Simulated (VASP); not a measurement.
A run of VASP 6.6.1 is set up as follows.

File INCAR:

```
PREC = Accurate
ENCUT = 550
EDIFF = 1E-6
ISMEAR = 0
SIGMA = 0.15
LREAL = False
LASPH = True
NELM = 300
ALGO = All
ISIF = 2
LWAVE = False
LCHARG = False
GGA = PS
NBANDS = 31
GGA_COMPAT = False
ISEARCH = 1
KPAR = 4
```

Contents of KPOINTS:

```
Automatic mesh
0
Gamma
  10 8 8
```

File POSCAR:

```
TiAl3
1.0
   -3.9479576782      0.0000000000      0.0000000000
    0.0000000000      3.9479576782      3.9479576782
    0.0000000000      3.9479576782     -3.9479576782
Ti Al
2 6
Direct
    0.0000000000     -0.0101824800     -0.0101824800
    0.0000000000      0.5101824800      0.5101824800
    0.5000000000      0.7314587678      0.7685412322
    0.5000000000      0.2685412322      0.2314587678
    0.5000000000      0.7314587678      0.2314587678
    0.5000000000      0.2685412322      0.7685412322
    1.0000000000      0.4931014824      0.0068985176
    1.0000000000      0.0068985176      0.4931014824
```

Potentials or basis: VASP PAW PBE potentials, release 64 (Ti_sv, Al).

The run is started by

```sh
$ cat potpaw_PBE.64/Ti_sv/POTCAR potpaw_PBE.64/Al/POTCAR > POTCAR
$ mpirun -np 4 vasp_std > vasp.out
```

Task: What does it give for the pressure?

Result: 1.8 GPa.

Task: What does it give for the band gap on the k mesh?

Result: Zero (bands 21 and 22 overlap by 0.61 eV).

Task: Estimate the largest force.

Result: 1.439 eV/Å.

Forces in eV/Å, atoms in the order of the input:
```
Ti   0.000  0.434  0.046
Ti   0.000 -0.434  0.046
Al   0.000  0.000  1.315
Al   0.000  0.000 -1.439
Al   0.000  1.374 -0.022
Al   0.000 -1.374 -0.022
Al   0.000  0.000  0.196
Al   0.000  0.000 -0.122
```

Caveat: the cell differs from its parent crystal (atoms displaced along several vibrational modes); the PAW data sets were made with another functional, which shifts forces and pressure a little.
